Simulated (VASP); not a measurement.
# Cd (Fm-3m) in VASP: a series of runs, part 2 of 2

VASP 6.6.1. Earlier steps stand in the parts before.

### Step 4. Single point, PBE (strained)

INCAR reads:

```
SYSTEM = Cd
PREC     = Accurate       ! precision mode
ENCUT    = 520            ! plane-wave cutoff, eV
EDIFF    = 1E-7           ! SCF threshold, eV
ISMEAR   = 0              ! smearing method
SIGMA    = 0.1            ! smearing width, eV
LREAL    = .False.        ! projectors in reciprocal space
LASPH    = .True.         ! aspherical terms in the spheres
NELM     = 100            ! most SCF steps
ALGO     = Fast           ! electronic algorithm
ISIF     = 2              ! what is computed and relaxed
LWAVE    = .False.        ! write WAVECAR
LCHARG   = .False.        ! write CHGCAR
GGA      = PE             ! functional
NBANDS   = 12             ! bands
```

KPOINTS reads:

```
Automatic mesh
0
Gamma
  16 16 16
  0 0 0
```

POSCAR reads:

```
Cd
1.0
    0.0000000000      2.2199020883      2.2199020883
    2.2199020883      0.0000000000      2.2199020883
    2.2199020883      2.2199020883      0.0000000000
Cd
1
Direct
    0.0000000000      0.0000000000      0.0000000000
```

Potentials or basis: VASP PAW PBE potentials, release 64 (Cd).

Run with:

```console
> cat potpaw_PBE.64/Cd/POTCAR > POTCAR
> mpirun -np 1 vasp_std > vasp.out
```

OUTCAR:

```text
SYSTEM = Cd
   PREC = Accurate
   ENCUT = 520
   EDIFF = 1E-7
   ISMEAR = 0
   LREAL = .False.
   LASPH = .True.
   NELM = 100
   ISIF = 2
   GGA = PE

 ion  position               nearest neighbor table
   1  0.000  0.000  0.000-

  LATTYP: Found a face centered cubic cell.
 ALAT       =     4.4398041766

  Lattice vectors:

 A1 = (   0.0000000000,   2.2199020883,   2.2199020883)
 A2 = (   2.2199020883,   0.0000000000,   2.2199020883)
 A3 = (   2.2199020883,   2.2199020883,   0.0000000000)

Analysis of symmetry for initial positions (statically):
=====================================================================
 Subroutine PRICEL returns:
 Original cell was already a primitive cell.

 Routine SETGRP: Setting up the symmetry group for a
 face centered cubic supercell.

 Subroutine GETGRP returns: Found 48 space group operations
 (whereof 48 operations were pure point group operations)
 out of a pool of 48 trial point group operations.

The static configuration has the point symmetry O_h .

Analysis of symmetry for dynamics (positions and initial velocities):
[... 170 lines left out ...]
      4      -5.9490      2.00000
      5      -5.8580      2.00000
      6      -5.8580      2.00000
      7      16.7100      0.00000
      8      17.7522      0.00000
      9      17.7522      0.00000
     10      17.7522      0.00000
     11      21.1163      0.00000
     12      21.1163      0.00000
[... 331 lines left out ...]
 k-point    24 :      -0.0625    0.0625    0.0000
  band No.  band energies     occupation
      1      -6.3361      2.00000
      2      -6.2709      2.00000
      3      -6.2691      2.00000
      4      -5.8875      2.00000
      5      -5.8628      2.00000
      6      -5.6549      2.00000
      7      15.3662      0.00000
      8      15.5421      0.00000
      9      17.4532      0.00000
     10      18.1149      0.00000
     11      21.0592      0.00000
     12      21.2204      0.00000

 [... further k-points ...]

------------------------ aborting loop because EDIFF is reached ----------------------------------------

  FORCE on cell =-STRESS in cart. coord.  units (eV):
  Direction    XX          YY          ZZ          XY          YZ          ZX
  --------------------------------------------------------------------------------------
  -------------------------------------------------------------------------------------
  Total        0.3366430      0.3366430      0.3366430     -0.0000000     -0.0000000      0.0000000
  in kB       24.6518029     24.6518029     24.6518029     -0.0000000     -0.0000000      0.0000000
  external PRESSURE =      24.6518029 kB  Pullay stress =       0.0000000 kB

 VOLUME and BASIS-vectors are now :
 -----------------------------------------------------------------------------
  energy-cutoff  :      520.00
  volume of cell :       21.88
      direct lattice vectors                 reciprocal lattice vectors
     0.000000000  2.219902088  2.219902088    -0.225235159  0.225235159  0.225235159
     2.219902088  0.000000000  2.219902088     0.225235159 -0.225235159  0.225235159
     2.219902088  2.219902088  0.000000000     0.225235159  0.225235159 -0.225235159

 POSITION                                       TOTAL-FORCE (eV/Angst)
 -----------------------------------------------------------------------------------
      0.00000      0.00000      0.00000         0.000000      0.000000      0.000000
 -----------------------------------------------------------------------------------
    total drift:                                0.000000      0.000000     -0.000000

  FREE ENERGIE OF THE ION-ELECTRON SYSTEM (eV)
  ---------------------------------------------------
  free  energy   TOTEN  =        -0.7293816747 eV

  energy  without entropy=       -0.7266501068  energy(sigma->0) =       -0.72801589
```

It took 34 s on 1 thread of Intel Xeon 8259CL, shared host; peak memory 0.16 GiB.

What came out:

* Free energy: -0.7294 eV
* Pressure: 2.5 GPa
* Band gap on the k mesh: zero (bands 6 and 7 overlap by 3.37 eV)

Levels at points of the mesh, in eV from the Fermi level:
| k point | band 4 | band 5 | band 6 | band 7 | band 8 | band 9 |
| --- | --- | --- | --- | --- | --- | --- |
| (0.00, 0.00, 0.00) | -8.78 | -8.69 | -8.69 | 13.88 | 14.92 | 14.92 |
| (0.50, 0.00, 0.00) | -8.32 | -8.32 | -2.32 | -1.33 | 12.52 | 12.52 |
| (0.50, 0.50, 0.00) | -8.22 | -8.22 | -0.80 | 1.37 | 6.78 | 6.78 |

Caveat: the cell differs from its parent crystal (strained).

### Step 5. Single point, PBE (strained)

INCAR reads:

```
SYSTEM = Cd
PREC     = Accurate       ! precision mode
ENCUT    = 520            ! plane-wave cutoff, eV
EDIFF    = 1E-7           ! SCF threshold, eV
ISMEAR   = 0              ! smearing method
SIGMA    = 0.1            ! smearing width, eV
LREAL    = .FALSE.        ! projectors in reciprocal space
LASPH    = .TRUE.         ! aspherical terms in the spheres
NELM     = 100            ! most SCF steps
ALGO     = Normal         ! electronic algorithm
ISIF     = 2              ! what is computed and relaxed
LWAVE    = .FALSE.        ! write WAVECAR
LCHARG   = .FALSE.        ! write CHGCAR
GGA      = PE             ! functional
NBANDS   = 12             ! bands
```

KPOINTS reads:

```
regular mesh
0
G
  16 16 16
  0 0 0
```

POSCAR reads:

```
Cd
1.0
    0.0000000000      2.2530412456      2.2530412456
    2.2530412456      0.0000000000      2.2530412456
    2.2530412456      2.2530412456      0.0000000000
Cd
1
Direct
    0.0000000000      0.0000000000      0.0000000000
```

Run with:

```console
> cat potpaw_PBE.64/Cd/POTCAR > POTCAR
> mpirun -np 1 vasp_std > vasp.out
```

It took 27 s on 1 thread of Intel Xeon 8259CL, shared host; peak memory 0.16 GiB.

It converged, with:

```yaml
Free_energy: -0.7377 eV
Pressure: 0.3 GPa
Band_gap_on_the_k_mesh: zero (bands 6 and 7 overlap by 3.24 eV)
```

Levels at points of the mesh, in eV from the Fermi level:
| k point | band 3 | band 4 | band 5 | band 6 | band 7 | band 8 | band 9 | band 10 |
| --- | --- | --- | --- | --- | --- | --- | --- | --- |
| (0.00, 0.00, 0.00) | -9.01 | -8.60 | -8.60 | -8.44 | 13.74 | 14.49 | 14.49 | 14.49 |
| (0.50, 0.00, 0.00) | -9.00 | -8.26 | -8.26 | -2.13 | -1.38 | 12.13 | 12.13 | 12.86 |
| (0.50, 0.50, 0.00) | -8.28 | -8.17 | -8.17 | -0.68 | 1.22 | 6.64 | 6.64 | 10.72 |

Caveat: the cell differs from its parent crystal (strained).

### Step 6. Single point, PBE (strained)

INCAR reads:

```
PREC = Accurate
ENCUT = 520
EDIFF = 1E-6
ISMEAR = 0
SIGMA = 0.1
LREAL = F
LASPH = T
NELM = 60
ALGO = Fast
ISIF = 2
LWAVE = F
LCHARG = F
GGA = PE
NBANDS = 12
```

KPOINTS reads:

```
Automatic mesh
0
Gamma
  16 16 16
```

POSCAR reads:

```
Cd
1.0
    0.0000000000      2.2744907536      2.2744907536
    2.2744907536      0.0000000000      2.2744907536
    2.2744907536      2.2744907536      0.0000000000
Cd
1
Direct
    0.0000000000      0.0000000000      0.0000000000
```

Potentials or basis: VASP PAW PBE potentials, release 64 (Cd).

Run with:

```console
> cat potpaw_PBE.64/Cd/POTCAR > POTCAR
> mpirun -np 1 vasp_std > vasp.out
```

OUTCAR:

```text
PREC = Accurate
   ENCUT = 520
   EDIFF = 1E-6
   ISMEAR = 0
   LREAL = F
   LASPH = T
   NELM = 60
   ISIF = 2
   GGA = PE

 ion  position               nearest neighbor table
   1  0.000  0.000  0.000-

  LATTYP: Found a face centered cubic cell.
 ALAT       =     4.5489815072

  Lattice vectors:

 A1 = (   0.0000000000,   2.2744907536,   2.2744907536)
 A2 = (   2.2744907536,   0.0000000000,   2.2744907536)
 A3 = (   2.2744907536,   2.2744907536,   0.0000000000)

Analysis of symmetry for initial positions (statically):
=====================================================================
 Subroutine PRICEL returns:
 Original cell was already a primitive cell.

 Routine SETGRP: Setting up the symmetry group for a
 face centered cubic supercell.

 Subroutine GETGRP returns: Found 48 space group operations
 (whereof 48 operations were pure point group operations)
 out of a pool of 48 trial point group operations.

The static configuration has the point symmetry O_h .

Analysis of symmetry for dynamics (positions and initial velocities):
[... 165 lines left out ...]
 k-point     1 :       0.0000    0.0000    0.0000
  band No.  band energies     occupation
      1      -6.6329      2.00000
      2      -6.6329      2.00000
      3      -6.6329      2.00000
      4      -6.2491      2.00000
      5      -6.2491      2.00000
      6      -5.9312      2.00000
      7      15.9382      0.00000
      8      16.5197      0.00000
      9      16.5197      0.00000
     10      16.5197      0.00000
     11      19.7893      0.00000
     12      19.7893      0.00000
[... 331 lines left out ...]
 k-point    24 :      -0.0625    0.0625    0.0000
  band No.  band energies     occupation
      1      -6.6550      2.00000
      2      -6.6003      2.00000
      3      -6.5944      2.00000
      4      -6.2737      2.00000
      5      -6.2435      2.00000
      6      -5.6691      2.00000
      7      14.3698      0.00000
      8      14.4098      0.00000
      9      16.4587      0.00000
     10      16.8339      0.00000
     11      19.8952      0.00000
     12      19.8985      0.00000

 [... further k-points ...]

------------------------ aborting loop because EDIFF is reached ----------------------------------------

  FORCE on cell =-STRESS in cart. coord.  units (eV):
  Direction    XX          YY          ZZ          XY          YZ          ZX
  --------------------------------------------------------------------------------------
  -------------------------------------------------------------------------------------
  Total       -0.1162266     -0.1162266     -0.1162266     -0.0000000      0.0000000      0.0000000
  in kB       -7.9128621     -7.9128621     -7.9128621     -0.0000000      0.0000000      0.0000000
  external PRESSURE =      -7.9128621 kB  Pullay stress =       0.0000000 kB

 VOLUME and BASIS-vectors are now :
 -----------------------------------------------------------------------------
  energy-cutoff  :      520.00
  volume of cell :       23.53
      direct lattice vectors                 reciprocal lattice vectors
     0.000000000  2.274490754  2.274490754    -0.219829427  0.219829427  0.219829427
     2.274490754  0.000000000  2.274490754     0.219829427 -0.219829427  0.219829427
     2.274490754  2.274490754  0.000000000     0.219829427  0.219829427 -0.219829427

 POSITION                                       TOTAL-FORCE (eV/Angst)
 -----------------------------------------------------------------------------------
      0.00000      0.00000      0.00000         0.000000     -0.000000     -0.000000
 -----------------------------------------------------------------------------------
    total drift:                               -0.000000      0.000000     -0.000000

  FREE ENERGIE OF THE ION-ELECTRON SYSTEM (eV)
  ---------------------------------------------------
  free  energy   TOTEN  =        -0.7364997838 eV

  energy  without entropy=       -0.7339646582  energy(sigma->0) =       -0.73523222
```

OSZICAR:

```text
N       E                     dE             d eps       ncg     rms          rms(c)
DAV:   1     0.711300377914E+02    0.71130E+02   -0.69292E+03  3648   0.983E+02
DAV:   2     0.554573625309E+00   -0.70575E+02   -0.66915E+02  3812   0.238E+02
DAV:   3    -0.770899544086E+00   -0.13255E+01   -0.13248E+01  4104   0.367E+01
DAV:   4    -0.772528135047E+00   -0.16286E-02   -0.16285E-02  3992   0.126E+00
DAV:   5    -0.772532098122E+00   -0.39631E-05   -0.39633E-05  4112   0.627E-02    0.253E+00
RMM:   6    -0.737167778675E+00    0.35364E-01   -0.68019E-02  3568   0.271E+00    0.210E+00
RMM:   7    -0.736083011418E+00    0.10848E-02   -0.58921E-03  3710   0.700E-01    0.108E+00
RMM:   8    -0.736459006172E+00   -0.37599E-03   -0.16656E-03  3681   0.601E-01    0.818E-02
RMM:   9    -0.736495412631E+00   -0.36406E-04   -0.88480E-05  3864   0.104E-01    0.548E-02
RMM:  10    -0.736500021887E+00   -0.46093E-05   -0.28173E-05  3851   0.769E-02    0.533E-03
RMM:  11    -0.736499783753E+00    0.23813E-06   -0.14443E-06  2703   0.132E-02
   1 F= -.73649978E+00 E0= -.73523222E+00  d E =-.253513E-02
```

It took 32 s on 1 thread of Intel Xeon 8259CL, shared host; peak memory 0.16 GiB.

What came out:

```
Free energy            : -0.7365 eV
Pressure               : -0.8 GPa
Band gap on the k mesh : zero (bands 6 and 7 overlap by 3.16 eV)
```

Levels at points of the mesh, in eV from the Fermi level:
```tsv
k point	band 4	band 5	band 6	band 7	band 8	band 9
(0.00, 0.00, 0.00)	-8.55	-8.55	-8.23	13.64	14.22	14.22
(0.50, 0.00, 0.00)	-8.23	-8.23	-2.02	-1.42	11.89	11.89
(0.50, 0.50, 0.00)	-8.15	-8.15	-0.60	1.13	6.55	6.55
```

Caveat: the cell differs from its parent crystal (strained).

### Step 7. Single point, PBE (strained)

INCAR reads:

```
SYSTEM = Cd
PREC     = Accurate       ! precision mode
ENCUT    = 520            ! plane-wave cutoff, eV
EDIFF    = 1E-6           ! SCF threshold, eV
ISMEAR   = 0              ! smearing method
SIGMA    = 0.1            ! smearing width, eV
LREAL    = .FALSE.        ! projectors in reciprocal space
LASPH    = .TRUE.         ! aspherical terms in the spheres
NELM     = 60             ! most SCF steps
ALGO     = Normal         ! electronic algorithm
ISIF     = 2              ! what is computed and relaxed
LWAVE    = .FALSE.        ! write WAVECAR
LCHARG   = .FALSE.        ! write CHGCAR
GGA      = PE             ! functional
NBANDS   = 12             ! bands
```

KPOINTS reads:

```
Automatic mesh
0
G
  16 16 16
  0 0 0
```

POSCAR reads:

```
Cd
1.0
    0.0000000000      2.2642429018      2.2642429018
    2.2642429018      0.0000000000      2.2642429018
    2.2642429018      2.2642429018      0.0000000000
Cd
1
Direct
    0.0000000000      0.0000000000      0.0000000000
```

Run with:

```console
> cat potpaw_PBE.64/Cd/POTCAR > POTCAR
> mpirun -np 1 vasp_std > vasp.out
```

Run time: 33 s. Hardware: 1 thread of Intel Xeon 8259CL, shared host; peak memory 0.16 GiB.

Results (log left out):

| Property | Result |
| --- | --- |
| Free energy | -0.7376 eV |
| Pressure | -0.3 GPa |
| Band gap on the k mesh | zero (bands 6 and 7 overlap by 3.20 eV) |

Levels at points of the mesh, in eV from the Fermi level:
```csv
k point,band 3,band 4,band 5,band 6,band 7,band 8,band 9,band 10
"(0.00, 0.00, 0.00)",-8.97,-8.57,-8.57,-8.33,13.68,14.35,14.35,14.35
"(0.50, 0.00, 0.00)",-8.96,-8.25,-8.25,-2.07,-1.40,12.00,12.00,12.81
"(0.50, 0.50, 0.00)",-8.27,-8.16,-8.16,-0.64,1.17,6.59,6.59,10.60
```

Caveat: the cell differs from its parent crystal (strained).

### Step 8. Summary

```csv
cell,gap on the mesh (eV),pressure (GPa)
"a = 3.097 Å, angles 60.0°, 1 atom",none,4.9
"a = 3.087 Å, angles 60.0°, 1 atom",none,5.6
"a = 3.139 Å, angles 60.0°, 1 atom",none,2.5
"a = 3.186 Å, angles 60.0°, 1 atom",none,0.3
"a = 3.217 Å, angles 60.0°, 1 atom",none,-0.8
"a = 3.202 Å, angles 60.0°, 1 atom",none,-0.3
```

Alike in all rows: task single point; level PBE; potentials or basis VASP PAW PBE potentials, release 64 (Cd); no spin polarisation; k mesh 16 × 16 × 16; cutoff (eV) 520; smearing gaussian 0.1 eV.

Caveats: the cell stands under pressure (at least some runs).

Total energies depend on the potentials used, so only differences within one code and one set of settings carry meaning.
